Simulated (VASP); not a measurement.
Input of a VASP 6.6.1 run:

Contents of INCAR:

```
SYSTEM = HfN
  PREC = Accurate
  ENCUT = 520
  EDIFF = 1E-8
  ISMEAR = -1
  SIGMA = 0.03
  LREAL = .FALSE.
  LASPH = .TRUE.
  NELM = 100
  ALGO = Normal
  ISIF = 2
  LWAVE = .FALSE.
  LCHARG = .FALSE.
  GGA = PE
  LEFG = .TRUE.
  NBANDS = 14
```

The input KPOINTS:

```
regular mesh
0
G
  10 10 10
  0 0 0
```

The input POSCAR:

```
HfN
1.0
    0.0000000000      2.2364100000      2.2590000000
    2.2364100000      0.0000000000      2.2590000000
    2.2364100000      2.2364100000      0.0000000000
Hf N
1 1
Direct
    0.0000000000      0.0000000000      0.0000000000
    0.5000000000      0.5000000000      0.5000000000
```

Potentials or basis: VASP PAW PBE potentials, release 64 (Hf_pv, N).

The run is started by

```console
$ cat potpaw_PBE.64/Hf_pv/POTCAR potpaw_PBE.64/N/POTCAR > POTCAR
$ mpirun -np 1 vasp_std > vasp.out
```

**Question.** Estimate the pressure.

**Answer.** 9.1 GPa.

Stress tensor (GPa, compression positive):
```
10.58  0.00  0.00
 0.00 10.58  0.00
 0.00  0.00  6.03
```

Caveat: the cell differs from its parent crystal (equal xx and yy strain of -1 %); without QUAD_EFG the Cq values of the log hold for a quadrupole moment of 1 mb, not for the nuclei.
